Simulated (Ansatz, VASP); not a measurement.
# GaN in VASP and in Ansatz

Contents of INCAR:

```
SYSTEM = GaN
  PREC = Accurate
  ENCUT = 520
  EDIFF = 1E-6
  ISMEAR = -1
  SIGMA = 0.02
  LREAL = .False.
  LASPH = .True.
  NELM = 80
  ALGO = Normal
  ISIF = 2
  LWAVE = .False.
  LCHARG = .True.
  GGA = PE
  LELF = .True.
  LVHAR = .True.
  NBANDS = 16
```

KPOINTS

```
Automatic mesh
0
Gamma
  10 10 10
  0 0 0
```

Contents of POSCAR:

```
GaN
1.0
    0.0000000000      2.2139409981      2.0181196477
    2.2139409981      0.0000000000      2.0181196477
    2.2139409981      2.2139409981      0.0000000000
Ga N
1 1
Direct
    0.0000000000      0.0000000000      0.0000000000
    0.5000000000      0.5000000000      0.5000000000
```

Input for Ansatz:

```yaml
crystal:
  lattice:
    - [0.0, 2.2139409981, 2.0181196477]
    - [2.2139409981, 0.0, 2.0181196477]
    - [2.2139409981, 2.2139409981, 0.0]
  atoms:
    - { symbol: Ga, position: [0.0, 0.0, 0.0] }
    - { symbol: "N", position: [0.5, 0.5, 0.5] }
kpoints:
  mp_grid: { grid: [10, 10, 10] }
  band_path:
    path:
      - [0.0, 0.0, 0.0]
      - [0.5, 0.0, 0.5]
      - [0.625, 0.25, 0.625]
      - [0.375, 0.375, 0.75]
      - [0.5, 0.5, 0.5]
      - [0.5, 0.25, 0.75]
      - [0.015625, 0.195312, -0.179687]
      - [0.5, 0.5, 0.0]
    npoints: 1
hamiltonian:
  xc: pbe
scf:
  occupations: { method: fermi_dirac, width: 0.02 }
  n_extra_bands: 4
output:
  forces: true
  stress: true
  eigenvalues: true
  write_density: true
  write_potential: true
  elf: true
  volumetric_format: npy
```

Change from the starting cell: epitaxial_xy strain +5.0%.

Alike in both runs: task single point; functional PBE; k mesh 10 × 10 × 10; occupations fermi-dirac, width 0.02 eV; no spin polarisation.

|  | VASP | Ansatz |
| --- | --- | --- |
| version | VASP 6.6.1 | Ansatz 0.2.0 |
| potentials or method | VASP PAW PBE potentials, release 64 (Ga_d, N) | plane waves, PAW |
| plane-wave cutoff (eV) | 520 | 420 |
| valence electrons in the cell | 18 | 18 |

```csv
,VASP,Ansatz,Ansatz less VASP
pressure (GPa),0.0,-0.6,-0.65
"traceless stress, the component that is largest in VASP (GPa)",9.83,9.74,-0.091
```

The functional is the same, so the differences come from potentials, cutoffs and numerics.
